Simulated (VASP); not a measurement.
S, 2 atoms in the cell. It takes space group P6_3/mmc (No. 194, hexagonal). Conventional cell: a = 3.300 Å, b = 3.300 Å, c = 3.502 Å, α = 90.00°, β = 90.00°, γ = 120.00°. S (site symmetry -6m2) has 14 S at 2.59 to 3.50 Å within 3.6 Å. This isn't the form of S at room conditions, which is orthorhombic, of S8 rings.

| Item | Value |
| --- | --- |
| Program | VASP 6.6.1 |
| Task | single point |
| Functional | PBE |
| Potentials or basis | VASP PAW PBE potentials, release 64 (S) |
| Cutoff | 520 eV |
| k mesh | 15 × 15 × 8 |
| Occupations | fermi-dirac, width 0.08 eV |
| Spin | no spin polarisation |
| Dipole correction | no |
| Further INCAR settings | ALGO = Normal; EDIFF = 1e-06; NBANDS = 13 |

Potentials or basis: VASP PAW PBE potentials, release 64 (S).

Run with:

```console
$ cat potpaw_PBE.64/S/POTCAR > POTCAR
$ mpirun -np 1 vasp_std > vasp.out
```

Hardware: 1 thread of Intel Xeon 8259CL (shared host).

Problem. How long does it take, and how much memory?

Solution. Wall time 53 s on 1 thread of Intel Xeon 8259CL, with other jobs on the host, peak memory 0.18 GiB. Counts: scf iterations 11, k points 135.
